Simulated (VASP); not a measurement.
## GaP: single point with r2SCAN

Crystal: GaP.

```
Ga P
1.0
     0.00000    2.67591    2.67591
     2.67591    0.00000    2.67591
     2.67591    2.67591    0.00000
Ga P
1 1
Direct
  0.00000 0.00000 0.00000
  0.25000 0.25000 0.25000
```

| Item | Value |
| --- | --- |
| Program | VASP 6.6.1 |
| Task | single point |
| Functional | r2SCAN |
| Potentials or basis | VASP PAW PBE potentials, release 64 (Ga_d, P) |
| Cutoff | 520 eV |
| k mesh | 6 × 6 × 6 |
| Occupations | gaussian, width 0.01 eV |
| Spin | no spin polarisation |

```
Pressure               : 5.5 GPa
Band gap on the k mesh : 1.79 eV, indirect (least direct gap 2.83 eV)
```

Levels at points of the mesh, in eV from the valence-band top:
```csv
k point,band 7,band 8,band 9,band 10,band 11,band 12
"(0.00, 0.00, 0.00)",0.00,0.00,0.00,2.83,4.17,4.17
"(0.50, 0.00, 0.00)",-7.19,-1.26,-1.26,2.22,5.03,5.03
"(0.50, 0.50, 0.00)",-7.24,-3.01,-3.01,1.79,2.04,11.78
```

Run time: 33 s on 1 thread of AMD EPYC 7R13 Processor (Zen 3) (shared host), peak memory 0.14 GiB.

Caveat: the PAW data sets were made with another functional, which shifts forces and pressure a little. A k mesh can miss the band edges.
